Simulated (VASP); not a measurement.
# Ti (I4/mmm) in VASP: a series of runs

Runs on Ti. Level: PBEsol. Tasks: single point.

Everything below comes from runs of VASP 6.6.1. Logs are shortened: lines on timing, memory, paths and dates and some standing lists are left out, and cuts for length are marked.

## (1) The cell of the first run

It takes space group I4/mmm (No. 139, tetragonal). Conventional cell: a = 3.101 Å, b = 3.101 Å, c = 3.898 Å, α = 90.00°, β = 90.00°, γ = 90.00°. Within 3.9 Å of Ti (site symmetry 4/mmm) lie 14 Ti at 2.93 to 3.90 Å.

## (2) Single point, PBEsol (strain +0.080 along x and y, -0.040 along z)

Input file INCAR:

```
SYSTEM = Ti
ALGO     = Fast           ! electronic algorithm
EDIFF    = 1E-6           ! SCF threshold, eV
ENCUT    = 520            ! plane-wave cutoff, eV
GGA      = PS             ! functional
ISIF     = 2              ! what is computed and relaxed
ISMEAR   = 0              ! smearing method
LASPH    = .TRUE.         ! aspherical terms in the spheres
LCHARG   = .FALSE.        ! write CHGCAR
LREAL    = .FALSE.        ! projectors in reciprocal space
LWAVE    = .FALSE.        ! write WAVECAR
NBANDS   = 12             ! bands
NELM     = 60             ! most SCF steps
PREC     = Accurate       ! precision mode
SIGMA    = 0.15           ! smearing width, eV
```

Input file KPOINTS:

```
k-points
0
G
  20 20 20
  0 0 0
```

Input file POSCAR:

```
Ti
1.0
    0.0000000000      2.1924000000      1.9488000000
    2.1924000000      0.0000000000      1.9488000000
    2.1924000000      2.1924000000      0.0000000000
Ti
1
Direct
    0.0000000000      0.0000000000      0.0000000000
```

Potentials or basis: VASP PAW PBE potentials, release 64 (Ti_sv).

The run is started by

```
$ cat potpaw_PBE.64/Ti_sv/POTCAR > POTCAR
$ mpirun -np 1 vasp_std > vasp.out
```

OUTCAR:

```text
SYSTEM = Ti
   EDIFF = 1E-6
   ENCUT = 520
   GGA = PS
   ISIF = 2
   ISMEAR = 0
   LASPH = .TRUE.
   LREAL = .FALSE.
   NELM = 60
   PREC = Accurate

 ion  position               nearest neighbor table
   1  0.000  0.000  0.000-

  LATTYP: Found a body centered tetragonal cell.
 ALAT       =     3.1005218141
 C/A-ratio  =     1.2570787221

  Lattice vectors:

 A1 = (   0.0000000000,  -2.1924000000,  -1.9488000000)
 A2 = (   0.0000000000,   2.1924000000,  -1.9488000000)
 A3 = (   2.1924000000,   0.0000000000,   1.9488000000)

Analysis of symmetry for initial positions (statically):
=====================================================================
 Subroutine PRICEL returns:
 Original cell was already a primitive cell.

 Routine SETGRP: Setting up the symmetry group for a
 body centered tetragonal supercell.

 Subroutine GETGRP returns: Found 16 space group operations
 (whereof 16 operations were pure point group operations)
 out of a pool of 16 trial point group operations.

The static configuration has the point symmetry D_4h.

Analysis of symmetry for dynamics (positions and initial velocities):
=====================================================================
 Subroutine PRICEL returns:
 Original cell was already a primitive cell.

 Routine SETGRP: Setting up the symmetry group for a
 body centered tetragonal supercell.

 Subroutine GETGRP returns: Found 16 space group operations
 (whereof 16 operations were pure point group operations)
 out of a pool of 16 trial point group operations.

The dynamic configuration has the point symmetry D_4h.

 Subroutine INISYM returns: Found 16 space group operations
 (whereof 16 operations are pure point group operations),
 and found     1 'primitive' translations

----------------------------------------------------------------------------------------

                                     Primitive cell

  volume of cell :      18.7343

  direct lattice vectors                    reciprocal lattice vectors
     0.000000000  2.192400000  1.948800000    -0.228060573  0.228060573  0.256568144
     2.192400000  0.000000000  1.948800000     0.228060573 -0.228060573  0.256568144
     2.192400000  2.192400000  0.000000000     0.228060573  0.228060573 -0.256568144

  length of vectors
     2.933332439  2.933332439  3.100521814     0.412129182  0.412129182  0.412129182

  position of ions in fractional coordinates (direct lattice)
     0.000000000  0.000000000  0.000000000

[... 78 lines left out ...]
   NSW    =      0    number of steps for IOM
   IBRION =     -1    ionic relax: 0-MD 1-quasi-New 2-CG
   NFREE  =      0    steps in history (QN), initial steepest desc. (CG)
   ISIF   =      2    stress and relaxation
   ISYM   =      2    0-nonsym 1-usesym 2-fastsym
   POTIM  = 0.5000    time-step for ionic-motion
   TEBEG  =    0.0;   TEEND  =   0.0 temperature during run
   PSTRESS=    0.0 pullay stress
   NELECT =      12.0000    total number of electrons
   NUPDOWN=      -1.0000    fix difference up-down
   EMIN   =  10.00;   EMAX   =-10.00  energy-range for DOS
   EFERMI =   0.00;   METHOD = LEGACY
   ISMEAR =     0;   SIGMA  =   0.15  broadening in eV -4-tet -1-fermi 0-gaus
   EFERMI_NEDOS =   21; number of points for ismear=-14 and -15
   IALGO  =     68    algorithm
   IMIX   =      4    mixing-type and parameters
     AMIX     =   0.40;   BMIX     =  1.00
     AMIX_MAG =   1.60;   BMIX_MAG =  1.00
  volume/ion in A,a.u.               =      18.73       126.43
  Fermi-wavevector in a.u.,A,eV,Ry     =   1.411203  2.666788 27.095937  1.991495
  Thomas-Fermi vector in A             =   2.533079
   LORBIT       =      0    0 simple, 1 ext, 2 COOP (PROOUT), +10 PAW based schemes
   GGA     = PS    functional components
   LHFCALC =     F    Hartree Fock is set to
   AEXX    =    0.0000 exact exchange contribution
   IVDW    =     0    specifies the selected vdW correction
   LEPSILON=     F    determine dielectric tensor
   LRPA    =     F    only Hartree local field effects (RPA)
 non-spin polarized calculation
 RMM-DIIS sequential band-by-band and
 Gauss-broadening in eV      SIGMA  =   0.15
  energy-cutoff  :      520.00
  volume of cell :       18.73
 maximum number of plane-waves:       519
 NGX is ok and might be reduce to    24
   NGX = 11   NGY = 11   NGZ = 11

 number of electron      11.9999998 magnetization

 Free energy of the ion-electron system (eV)
  ---------------------------------------------------
  ext. energy  EPLUGINS =         0.00000000
  ---------------------------------------------------
  free energy    TOTEN  =        -8.20008094 eV

  energy without entropy =       -8.17496736  energy(sigma->0) =       -8.18752415

 E-fermi :   7.2878     XC(G=0): -11.2791

 val. band max:        7.2857026175   @ k =  -0.4000   0.2500   0.2000
 cond. band min:       7.2897404523   @ k =  -0.4000  -0.0000   0.2500
 fundamental gap:      0.0040378348
 Fermi energy:         7.2877886718

 k-point     1 :       0.0000    0.0000    0.0000
  band No.  band energies     occupation
      1     -49.2979      2.00000
      2     -25.3313      2.00000
      3     -25.3313      2.00000
      4     -25.3182      2.00000
      5       1.4130      2.00000
      6       7.9434      0.00000
      7       7.9434      0.00000
      8       8.7049      0.00000
      9       9.0965      0.00000
     10       9.9472      0.00000
     11      22.3846      0.00000
     12      25.4557      0.00000
[... 331 lines left out ...]
 k-point    24 :      -0.3500    0.0500    0.0000
  band No.  band energies     occupation
      1     -49.2208      2.00000
      2     -25.7606      2.00000
      3     -25.4208      2.00000
      4     -25.3624      2.00000
      5       4.3915      2.00000
      6       7.3234      0.73713
      7       7.7791      0.00000
      8       8.5886      0.00000
      9      10.1539      0.00000
     10      10.2913      0.00000
     11      16.6645      0.00000
     12      21.8306      0.00000

 [... further k-points ...]
[... 5 lines left out ...]
  --------------------------------------------------------------------------------------
  -------------------------------------------------------------------------------------
  Total       -1.3853010     -1.3853010     -1.0383764      0.0000000      0.0000000      0.0000000
  in kB     -118.4725845   -118.4725845    -88.8031857      0.0000000      0.0000000      0.0000000
  external PRESSURE =    -108.5827849 kB  Pullay stress =       0.0000000 kB

 VOLUME and BASIS-vectors are now :
 -----------------------------------------------------------------------------
  energy-cutoff  :      520.00
  volume of cell :       18.73
      direct lattice vectors                 reciprocal lattice vectors
     0.000000000  2.192400000  1.948800000    -0.228060573  0.228060573  0.256568144
     2.192400000  0.000000000  1.948800000     0.228060573 -0.228060573  0.256568144
     2.192400000  2.192400000  0.000000000     0.228060573  0.228060573 -0.256568144

 POSITION                                       TOTAL-FORCE (eV/Angst)
 -----------------------------------------------------------------------------------
      0.00000      0.00000      0.00000         0.000000      0.000000      0.000000
 -----------------------------------------------------------------------------------
    total drift:                               -0.000000      0.000000      0.000000

  FREE ENERGIE OF THE ION-ELECTRON SYSTEM (eV)
  ---------------------------------------------------
  free  energy   TOTEN  =        -8.2000809385 eV

  energy  without entropy=       -8.1749673626  energy(sigma->0) =       -8.18752415
```

stdout:

```text
POSCAR found type information on POSCAR Ti
 POSCAR found :  1 types and       1 ions
 scaLAPACK will be used
 -----------------------------------------------------------------------------
|                                                                             |
|                                                                             |
|     You enforced a specific xc type in the INCAR file but a different       |
|     I HOPE YOU KNOW WHAT YOU ARE DOING!                                     |
|                                                                             |
 -----------------------------------------------------------------------------

 LDA part: xc-table for (Slater+PW92), standard interpolation
 POSCAR, INCAR and KPOINTS ok, starting setup
 FFT: planning ... GRIDC
 FFT: planning ... GRID_SOFT
 FFT: planning ... GRID
 WAVECAR not read
 entering main loop
WARNING in EDDRMM: call to ZHEGV failed, returncode =   8  4      5
WARNING in EDDRMM: call to ZHEGV failed, returncode =   8  4     11
WARNING in EDDRMM: call to ZHEGV failed, returncode =   6  3     11
WARNING in EDDRMM: call to ZHEGV failed, returncode =   6  3     10
WARNING in EDDRMM: call to ZHEGV failed, returncode =   8  4      5
WARNING in EDDRMM: call to ZHEGV failed, returncode =   8  4      5
WARNING in EDDRMM: call to ZHEGV failed, returncode =   6  3      5
WARNING in EDDRMM: call to ZHEGV failed, returncode =   6  3     10
WARNING in EDDRMM: call to ZHEGV failed, returncode =   6  3      5
WARNING in EDDRMM: call to ZHEGV failed, returncode =   8  4      6
WARNING in EDDRMM: call to ZHEGV failed, returncode =   6  3      5
```

Wall time 86 s (1 thread of Intel Xeon 6975P-C (Granite Rapids), shared host); peak memory 0.25 GiB.

What came out:

- Free energy: -8.2001 eV
- Pressure: -10.9 GPa
- Band gap on the k mesh: zero (band 6 reaches 8.09 eV, above the bottom of band 7 at 6.82 eV)

Stress tensor (GPa, compression positive):
```
-11.85   0.00   0.00
  0.00 -11.85   0.00
  0.00   0.00  -8.88
```

Caveat: the cell differs from its parent crystal (strain +0.080 along x and y, -0.040 along z); the PAW data sets were made with another functional, which shifts forces and pressure a little.

## (3) Single point, PBEsol (strain -0.080 along x and y, +0.040 along z)

Input file INCAR:

```
ALGO = Normal
EDIFF = 1E-7
ENCUT = 520
GGA = PS
ISIF = 2
ISMEAR = 0
LASPH = T
LCHARG = T
LELF = T
LREAL = F
LVHAR = T
LWAVE = F
NBANDS = 12
NELM = 80
PREC = Accurate
SIGMA = 0.15
```

Input file KPOINTS:

```
k-points
0
Gamma
  20 20 20
```

Input file POSCAR:

```
Ti
1.0
    0.0000000000      1.8676000000      2.1112000000
    1.8676000000      0.0000000000      2.1112000000
    1.8676000000      1.8676000000      0.0000000000
Ti
1
Direct
    0.0000000000      0.0000000000      0.0000000000
```

Potentials or basis: VASP PAW PBE potentials, release 64 (Ti_sv).

The run is started by

```
$ cat potpaw_PBE.64/Ti_sv/POTCAR > POTCAR
$ mpirun -np 1 vasp_std > vasp.out
```

Run time: 48 s. Hardware: 1 thread of Intel Xeon 6975P-C (Granite Rapids), shared host; peak memory 0.22 GiB.

The run converged. Its results:

| Property | Result |
| --- | --- |
| Free energy | -8.1861 eV |
| Pressure | 16.7 GPa |
| Band gap on the k mesh | zero (band 6 reaches 10.53 eV, above the bottom of band 7 at 9.17 eV) |

Stress tensor (GPa, compression positive):
```
17.54  0.00  0.00
 0.00 17.54  0.00
 0.00  0.00 14.91
```

Levels at points of the mesh, in eV from the Fermi level:
```csv
k point,band 4,band 5,band 6,band 7,band 8,band 9
"(0.00, 0.00, 0.00)",-31.86,-6.37,0.25,1.51,1.51,2.19
"(0.50, 0.00, 0.00)",-31.91,-2.95,0.28,1.27,1.49,4.19
"(0.50, 0.50, 0.00)",-32.12,-3.13,-1.98,2.22,4.51,4.72
"(0.50, 0.00, 0.50)",-32.20,-3.18,-2.16,4.22,4.24,4.69
```

Caveat: the cell differs from its parent crystal (strain -0.080 along x and y, +0.040 along z); the PAW data sets were made with another functional, which shifts forces and pressure a little.
